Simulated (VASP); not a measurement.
A run of VASP 6.6.1 is set up as follows.

Contents of INCAR:

```
SYSTEM = BN
ALGO = Normal ; EDIFF = 1E-6
ENCUT = 600 ; GGA = PS
GGA_COMPAT = .FALSE. ; ISIF = 2
ISMEAR = 0 ; LASPH = .TRUE.
LCHARG = .TRUE. ; LELF = .TRUE.
LREAL = .FALSE. ; LVHAR = .TRUE.
LWAVE = .FALSE. ; NBANDS = 36
NELM = 120 ; PREC = Accurate
SIGMA = 0.05
```

The input KPOINTS:

```
k-points
0
G
  10 10 2
  0 0 0
```

Contents of POSCAR:

```
BN
1.0
   -2.5410113134      0.0000000000      0.0000000000
   -1.2705056567     -2.2005803487      0.0000000000
   -1.0164045254      0.0000000000     12.6098865131
B N
6 6
Direct
    0.5750489339      0.6666666667      0.2290443320
    0.4417156005      0.6666666667      0.5623776653
    0.3083822672      0.6666666667      0.8957109987
    0.3083822672      0.3333333333      0.0623776653
    0.1750489339      0.3333333333      0.3957109987
    0.0417156005      0.3333333333      0.7290443320
    0.6249777328      0.6666666667      0.1042223347
    0.4916443995      0.6666666667      0.4375556680
    0.3583110661      0.6666666667      0.7708890013
   -0.0416889339      0.3333333333      0.9375556680
    0.2249777328      0.3333333333      0.2708890013
    0.0916443995      0.3333333333      0.6042223347
```

Potentials or basis: VASP PAW PBE potentials, release 64 (B, N).

Command:

```sh
$ cat potpaw_PBE.64/B/POTCAR potpaw_PBE.64/N/POTCAR > POTCAR
$ mpirun -np 1 vasp_std > vasp.out
```

(1) Estimate the largest force.

(2) What does it give for the band gap on the k mesh?

(3) What does it give for the pressure?

Answers

(1) 3.242 eV/Å.

(2) 2.81 eV (least direct gap 3.95 eV).

(3) 1.1 GPa.

Caveat: the PAW data sets were made with another functional, which shifts forces and pressure a little.
